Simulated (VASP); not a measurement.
# C (P2_1/m) in VASP: further runs

The runs below take C through single point, with PBE.

Everything below comes from runs of VASP 6.6.1. Logs are shortened: lines on timing, memory, paths and dates and some standing lists are left out, and cuts for length are marked.

**1. The cell of the first run**

Symmetry: P2_1/m, No. 11, monoclinic system. The conventional cell has a = 2.467 Å, b = 8.565 Å, c = 2.467 Å, α = 90.00°, β = 120.00°, γ = 90.00°. C (site symmetry m) has 3 C at 1.42 Å within 1.9 Å. Within 1.9 Å of C (site symmetry m) lie 3 C at 1.42 Å.

**2. Single point, PBE**

Input file INCAR:

```
SYSTEM = C
PREC     = Accurate       ! precision mode
ENCUT    = 520            ! plane-wave cutoff, eV
EDIFF    = 1E-7           ! SCF threshold, eV
ISMEAR   = 0              ! smearing method
SIGMA    = 0.15           ! smearing width, eV
LREAL    = .FALSE.        ! projectors in reciprocal space
LASPH    = .TRUE.         ! aspherical terms in the spheres
NELM     = 60             ! most SCF steps
ALGO     = Normal         ! electronic algorithm
ISIF     = 2              ! what is computed and relaxed
LWAVE    = .FALSE.        ! write WAVECAR
LCHARG   = .FALSE.        ! write CHGCAR
GGA      = PE             ! functional
NBANDS   = 16             ! bands
```

Input file KPOINTS:

```
regular mesh
0
G
  18 18 6
  0 0 0
```

Input file POSCAR:

```
C
1.0
    2.4665231295      0.0000000000      0.0000000000
   -1.2332615647      2.1360716891      0.0000000000
    0.0000000000      0.0000000000      8.5653080463
C
4
Direct
    0.0089483053      0.1332795093      0.0025000000
   -0.0089483053     -0.1332795093      0.5025000000
    0.3422818088      0.7999487103      0.0025000000
    0.6577181912      0.2000512897      0.5025000000
```

Potentials or basis: VASP PAW PBE potentials, release 64 (C).

The run is started by

```console
$ cat potpaw_PBE.64/C/POTCAR > POTCAR
$ mpirun -np 1 vasp_std > vasp.out
```

OUTCAR:

```text
SYSTEM = C
   PREC = Accurate
   ENCUT = 520
   EDIFF = 1E-7
   ISMEAR = 0
   LREAL = .FALSE.
   LASPH = .TRUE.
   NELM = 60
   ISIF = 2
   GGA = PE

 ion  position               nearest neighbor table
   1  0.009  0.133  0.002-   3 1.42   3 1.42   3 1.42
   2  0.991  0.867  0.502-   4 1.42   4 1.42   4 1.42
   3  0.342  0.800  0.002-   1 1.42   1 1.42   1 1.42
   4  0.658  0.200  0.502-   2 1.42   2 1.42   2 1.42

  LATTYP: Found a hexagonal cell.
 ALAT       =     2.4665231295
 C/A-ratio  =     3.4726242555

  Lattice vectors:

 A1 = (   2.4665231295,   0.0000000000,   0.0000000000)
 A2 = (  -1.2332615647,   2.1360716891,   0.0000000000)
 A3 = (   0.0000000000,   0.0000000000,   8.5653080463)

Analysis of symmetry for initial positions (statically):
=====================================================================
 Subroutine PRICEL returns:
 Original cell was already a primitive cell.

 Routine SETGRP: Setting up the symmetry group for a
 hexagonal supercell.

 Subroutine GETGRP returns: Found  4 space group operations
 (whereof  1 operations were pure point group operations)
 out of a pool of 24 trial point group operations.

The static configuration has the point symmetry C_1 .
 The point group associated with its full space group is C_2h.

Analysis of symmetry for dynamics (positions and initial velocities):
=====================================================================
 Subroutine PRICEL returns:
 Original cell was already a primitive cell.

 Routine SETGRP: Setting up the symmetry group for a
 hexagonal supercell.

 Subroutine GETGRP returns: Found  4 space group operations
 (whereof  1 operations were pure point group operations)
 out of a pool of 24 trial point group operations.

The dynamic configuration has the point symmetry C_1 .
 The point group associated with its full space group is C_2h.

 Subroutine INISYM returns: Found  4 space group operations
 (whereof  1 operations are pure point group operations),
 and found     1 'primitive' translations

----------------------------------------------------------------------------------------

                                     Primitive cell

  volume of cell :      45.1278

  direct lattice vectors                    reciprocal lattice vectors
     2.466523130  0.000000000  0.000000000     0.405428998  0.234074541  0.000000000
    -1.233261565  2.136071689  0.000000000     0.000000000  0.468149082  0.000000000
     0.000000000  0.000000000  8.565308046     0.000000000  0.000000000  0.116750033

  length of vectors
     2.466523130  2.466523129  8.565308046     0.468149082  0.468149082  0.116750033

  position of ions in fractional coordinates (direct lattice)
     0.008948305  0.133279509  0.002500000
     0.991051695  0.866720491  0.502500000
     0.342281809  0.799948710  0.002500000
     0.657718191  0.200051290  0.502500000

  ion indices of the primitive-cell ions
   primitive index   ion index
                 1           1
                 2           2
                 3           3
                 4           4

----------------------------------------------------------------------------------------

 KPOINTS: regular mesh

Automatic generation of k-mesh.
 Grid dimensions read from file:
 generate k-points for:   18   18    6

 Generating k-lattice:

  Cartesian coordinates                     Fractional coordinates (reciprocal lattice)
     0.022523833  0.013004141  0.000000000     0.055555556  0.000000000  0.000000000
     0.000000000  0.026008282  0.000000000     0.000000000  0.055555556  0.000000000
     0.000000000  0.000000000  0.019458339     0.000000000  0.000000000  0.166666667

  Length of vectors
     0.026008282  0.026008282  0.019458339

  Shift w.r.t. Gamma in fractional coordinates (k-lattice)
     0.000000000  0.000000000  0.000000000

 Subroutine IBZKPT returns following result:
 ===========================================

 Found    656 irreducible k-points:

 Following reciprocal coordinates:
            Coordinates               Weight
  0.000000  0.000000  0.000000      1.000000
  0.055556  0.000000  0.000000      2.000000
  0.000000  0.055556  0.000000      2.000000
 -0.055556  0.055556  0.000000      2.000000
  0.111111  0.000000  0.000000      2.000000
  0.000000  0.111111  0.000000      2.000000
[... 16 lines left out ...]
  0.444444  0.000000  0.000000      2.000000
  0.000000  0.444444  0.000000      2.000000
 [... further k-points ...]
   k-points           NKPTS =    656   k-points in BZ     NKDIM =    656   number of bands    NBANDS=     16
   number of dos      NEDOS =    301   number of ions     NIONS =      4
   total plane-waves  NPLWV =  20736
   dimension x,y,z NGX =    18 NGY =   18 NGZ =   64
   dimension x,y,z NGXF=    36 NGYF=   36 NGZF=  128
   ions per type =               4
   NGX,Y,Z   is equivalent  to a cutoff of  12.13, 12.13, 12.42 a.u.
   NGXF,Y,Z  is equivalent  to a cutoff of  24.26, 24.26, 24.84 a.u.
 SYSTEM =  C
   PREC   = accura    normal or accurate (medium, high low for compatibility)
   ISTART =      0    job   : 0-new  1-cont  2-samecut
   ICHARG =      2    charge: 1-file 2-atom 10-const
   ISPIN  =      1    spin polarized calculation?
   LNONCOLLINEAR =      F non collinear calculations
   LSORBIT =      F    spin-orbit coupling
   LASPH  =      T    aspherical Exc in radial PAW
   ENCUT  =  520.0 eV  38.22 Ry    6.18 a.u.   4.59  4.59 15.93*2*pi/ulx,y,z
   NELM   =     60;   NELMIN=  2; NELMDL= -5     # of ELM steps
   EDIFF  = 0.1E-06   stopping-criterion for ELM
   LREAL  =      F    real-space projection
   EDIFFG = 0.1E-05   stopping-criterion for IOM
   NSW    =      0    number of steps for IOM
   IBRION =     -1    ionic relax: 0-MD 1-quasi-New 2-CG
   NFREE  =      0    steps in history (QN), initial steepest desc. (CG)
   ISIF   =      2    stress and relaxation
   ISYM   =      2    0-nonsym 1-usesym 2-fastsym
   POTIM  = 0.5000    time-step for ionic-motion
   TEBEG  =    0.0;   TEEND  =   0.0 temperature during run
   PSTRESS=    0.0 pullay stress
   NELECT =      16.0000    total number of electrons
   NUPDOWN=      -1.0000    fix difference up-down
   EMIN   =  10.00;   EMAX   =-10.00  energy-range for DOS
   EFERMI =   0.00;   METHOD = LEGACY
   ISMEAR =     0;   SIGMA  =   0.15  broadening in eV -4-tet -1-fermi 0-gaus
   EFERMI_NEDOS =   21; number of points for ismear=-14 and -15
   IALGO  =     38    algorithm
   IMIX   =      4    mixing-type and parameters
     AMIX     =   0.40;   BMIX     =  1.00
     AMIX_MAG =   1.60;   BMIX_MAG =  1.00
  volume/ion in A,a.u.               =      11.28        76.13
  Fermi-wavevector in a.u.,A,eV,Ry     =   1.158689  2.189604 18.266635  1.342560
  Thomas-Fermi vector in A             =   2.295289
   LORBIT       =      0    0 simple, 1 ext, 2 COOP (PROOUT), +10 PAW based schemes
   GGA     = PE    functional components
   LHFCALC =     F    Hartree Fock is set to
   AEXX    =    0.0000 exact exchange contribution
   IVDW    =     0    specifies the selected vdW correction
   LEPSILON=     F    determine dielectric tensor
   LRPA    =     F    only Hartree local field effects (RPA)
 non-spin polarized calculation
 Gauss-broadening in eV      SIGMA  =   0.15
  energy-cutoff  :      520.00
  volume of cell :       45.13
 maximum number of plane-waves:      1243
   NGX =  9   NGY =  9   NGZ = 31

 number of electron      16.0000002 magnetization

 Free energy of the ion-electron system (eV)
  ---------------------------------------------------
  ext. energy  EPLUGINS =         0.00000000
  ---------------------------------------------------
  free energy    TOTEN  =       -36.90480727 eV

  energy without entropy =      -36.90308476  energy(sigma->0) =      -36.90394602

 E-fermi :   2.7615     XC(G=0):  -8.6932

 val. band max:        2.7613741574   @ k =   0.3333   0.3333   0.5000
 cond. band min:       2.7905129161   @ k =   0.3333   0.3333   0.3333
 fundamental gap:      0.0291387587
 Fermi energy:         2.7614953158

 k-point     1 :       0.0000    0.0000    0.0000
  band No.  band energies     occupation
      1     -16.7705      2.00000
      2     -16.7363      2.00000
      3      -5.0786      2.00000
      4      -4.6103      2.00000
      5      -0.2831      2.00000
      6      -0.2826      2.00000
[... 8 lines left out ...]
     15      13.0921      0.00000
     16      14.1796      0.00000

 k-point     2 :       0.0556    0.0000    0.0000
  band No.  band energies     occupation
      1     -16.6975      2.00000
      2     -16.6635      2.00000
      3      -4.9907      2.00000
      4      -4.5243      2.00000
      5      -0.5807      2.00000
      6      -0.5791      2.00000
[... 8 lines left out ...]
     15      13.1841      0.00000
     16      13.9172      0.00000

 k-point     3 :       0.0000    0.0556    0.0000
  band No.  band energies     occupation
      1     -16.6975      2.00000
      2     -16.6635      2.00000
      3      -4.9907      2.00000
      4      -4.5242      2.00000
      5      -0.5805      2.00000
      6      -0.5792      2.00000
[... 8 lines left out ...]
     15      13.1841      0.00000
     16      13.9231      0.00000

 k-point     4 :      -0.0556    0.0556    0.0000
  band No.  band energies     occupation
      1     -16.6975      2.00000
      2     -16.6635      2.00000
      3      -4.9907      2.00000
      4      -4.5243      2.00000
      5      -0.5808      2.00000
      6      -0.5791      2.00000
[... 8 lines left out ...]
     15      13.1841      0.00000
     16      13.9156      0.00000
[... 324 lines left out ...]
 k-point    22 :      -0.3889    0.3889    0.0000
  band No.  band energies     occupation
      1     -13.2788      2.00000
      2     -13.2539      2.00000
      3      -8.2993      2.00000
      4      -8.2847      2.00000
      5      -3.3713      2.00000
      6      -3.3690      2.00000
[... 8 lines left out ...]
     15      16.6797      0.00000
     16      17.1617      0.00000

 k-point    23 :       0.4444    0.0000    0.0000
  band No.  band energies     occupation
      1     -12.2795      2.00000
      2     -12.2578      2.00000
      3      -9.6179      2.00000
      4      -9.6016      2.00000
      5      -3.5845      2.00000
      6      -3.5843      2.00000
[... 8 lines left out ...]
     15      15.0882      0.00000
     16      16.9219      0.00000

 k-point    24 :       0.0000    0.4444    0.0000
  band No.  band energies     occupation
      1     -12.2802      2.00000
      2     -12.2570      2.00000
      3      -9.6183      2.00000
      4      -9.6013      2.00000
      5      -3.5858      2.00000
      6      -3.5831      2.00000
[... 8 lines left out ...]
     15      15.0972      0.00000
     16      17.3052      0.00000

 [... further k-points ...]
[... 5 lines left out ...]
  --------------------------------------------------------------------------------------
  -------------------------------------------------------------------------------------
  Total        0.1569645      0.1521734     -0.0040676     -0.0003518      0.0000000      0.0000000
  in kB        5.5727308      5.4026305     -0.1444124     -0.0124893      0.0000000      0.0000000
  external PRESSURE =       3.6103163 kB  Pullay stress =       0.0000000 kB

 VOLUME and BASIS-vectors are now :
 -----------------------------------------------------------------------------
  energy-cutoff  :      520.00
  volume of cell :       45.13
      direct lattice vectors                 reciprocal lattice vectors
     2.466523130  0.000000000  0.000000000     0.405428998  0.234074541  0.000000000
    -1.233261565  2.136071689  0.000000000     0.000000000  0.468149082  0.000000000
     0.000000000  0.000000000  8.565308046     0.000000000  0.000000000  0.116750033

 POSITION                                       TOTAL-FORCE (eV/Angst)
 -----------------------------------------------------------------------------------
     -0.14230      0.28469      0.02141         0.000519     -0.000106      0.000000
      1.37556      1.85138      4.30407        -0.000519      0.000106      0.000000
     -0.14230      1.70875      0.02141         0.000751     -0.000251      0.000000
      1.37556      0.42732      4.30407        -0.000751      0.000251      0.000000
 -----------------------------------------------------------------------------------
    total drift:                                0.000000      0.000000     -0.000010

  FREE ENERGIE OF THE ION-ELECTRON SYSTEM (eV)
  ---------------------------------------------------
  free  energy   TOTEN  =       -36.9048072747 eV

  energy  without entropy=      -36.9030847620  energy(sigma->0) =      -36.90394602
```

Run time: 9.2 min. Hardware: 1 thread of Intel Xeon 8259CL, shared host; peak memory 0.42 GiB.

Results:

```
Free energy            : -36.9048 eV
Pressure               : 0.4 GPa
Band gap on the k mesh : zero (filled and empty bands touch)
```

Levels at points of the mesh, in eV from the Fermi level:
| k point | band 4 | band 5 | band 6 | band 7 | band 8 | band 9 | band 10 | band 11 | band 12 | band 13 |
| --- | --- | --- | --- | --- | --- | --- | --- | --- | --- | --- |
| (0.00, 0.00, 0.00) | -7.37 | -3.04 | -3.04 | -3.04 | -3.04 | 3.07 | 6.34 | 8.30 | 8.30 | 8.31 |
| (0.50, 0.00, 0.00) | -13.23 | -6.42 | -6.42 | -2.42 | -2.30 | 1.59 | 1.78 | 7.36 | 7.36 | 10.61 |
| (0.00, 0.50, 0.00) | -13.22 | -6.42 | -6.42 | -2.49 | -2.22 | 1.48 | 1.89 | 7.34 | 7.38 | 10.54 |
| (0.50, 0.50, 0.00) | -13.23 | -6.42 | -6.42 | -2.40 | -2.33 | 1.63 | 1.75 | 7.35 | 7.38 | 10.64 |
| (0.00, 0.00, 0.50) | -7.62 | -3.04 | -3.04 | -3.04 | -3.04 | 4.32 | 4.32 | 8.30 | 8.30 | 8.30 |
| (0.50, 0.00, 0.50) | -13.23 | -6.42 | -6.42 | -2.36 | -2.36 | 1.67 | 1.67 | 7.36 | 7.36 | 11.44 |
| (0.00, 0.50, 0.50) | -13.23 | -6.42 | -6.42 | -2.36 | -2.36 | 1.67 | 1.67 | 7.36 | 7.36 | 11.56 |
| (0.50, 0.50, 0.50) | -13.23 | -6.42 | -6.42 | -2.36 | -2.36 | 1.67 | 1.67 | 7.36 | 7.36 | 11.42 |

Caveat: this functional lacks dispersion, which binds the layers, so the pressure and a relaxed spacing across them are unreliable.

**3. Single point, PBE**

Input file INCAR:

```
ALGO     = Normal         # electronic algorithm
EDIFF    = 1E-6           # SCF threshold, eV
ENCUT    = 520            # plane-wave cutoff, eV
GGA      = PE             # functional
ISIF     = 2              # what is computed and relaxed
ISMEAR   = 0              # smearing method
LASPH    = True           # aspherical terms in the spheres
LCHARG   = False          # write CHGCAR
LREAL    = False          # projectors in reciprocal space
LWAVE    = False          # write WAVECAR
NBANDS   = 16             # bands
NELM     = 80             # most SCF steps
PREC     = Accurate       # precision mode
SIGMA    = 0.15           # smearing width, eV
```

Input file KPOINTS:

```
k-points
0
Gamma
  18 18 6
```

Input file POSCAR:

```
C
1.0
    2.4665231295      0.0000000000      0.0000000000
   -1.2332615647      2.1360716891      0.0000000000
    0.0000000000      0.0000000000      8.5653080463
C
4
Direct
   -0.0487836862      0.1332795093      0.0025000000
    0.0487836862     -0.1332795093      0.5025000000
    0.2845487195      0.7999487103      0.0025000000
    0.7154512805      0.2000512897      0.5025000000
```

Potentials or basis: VASP PAW PBE potentials, release 64 (C).

The run is started by

```console
$ cat potpaw_PBE.64/C/POTCAR > POTCAR
$ mpirun -np 1 vasp_std > vasp.out
```

Run time: 7.8 min. Hardware: 1 thread of Intel Xeon 8259CL, shared host; peak memory 0.42 GiB.

The run converged. Its results:

```
Free energy            : -36.9044 eV
Pressure               : 0.4 GPa
Band gap on the k mesh : zero (filled and empty bands touch)
```

Stress tensor (GPa, compression positive):
```
0.55 0.00 0.00
0.00 0.54 0.00
0.00 0.00 0.01
```

Levels at points of the mesh, in eV from the Fermi level:
```csv
k point,band 4,band 5,band 6,band 7,band 8,band 9,band 10,band 11,band 12,band 13
"(0.00, 0.00, 0.00)",-7.37,-3.04,-3.04,-3.04,-3.04,3.07,6.34,8.30,8.30,8.30
"(0.50, 0.00, 0.00)",-13.23,-6.42,-6.42,-2.46,-2.26,1.52,1.85,7.35,7.37,10.58
"(0.00, 0.50, 0.00)",-13.22,-6.42,-6.42,-2.49,-2.22,1.47,1.89,7.36,7.36,10.54
"(0.50, 0.50, 0.00)",-13.23,-6.42,-6.42,-2.44,-2.28,1.56,1.82,7.34,7.38,10.60
"(0.00, 0.00, 0.50)",-7.62,-3.04,-3.04,-3.04,-3.04,4.32,4.32,8.30,8.30,8.30
"(0.50, 0.00, 0.50)",-13.23,-6.42,-6.42,-2.36,-2.36,1.67,1.67,7.36,7.36,11.48
"(0.00, 0.50, 0.50)",-13.23,-6.42,-6.42,-2.36,-2.36,1.67,1.67,7.36,7.36,11.56
"(0.50, 0.50, 0.50)",-13.23,-6.42,-6.42,-2.36,-2.36,1.67,1.67,7.36,7.36,11.45
```

Caveat: this functional lacks dispersion, which binds the layers, so the pressure and a relaxed spacing across them are unreliable.
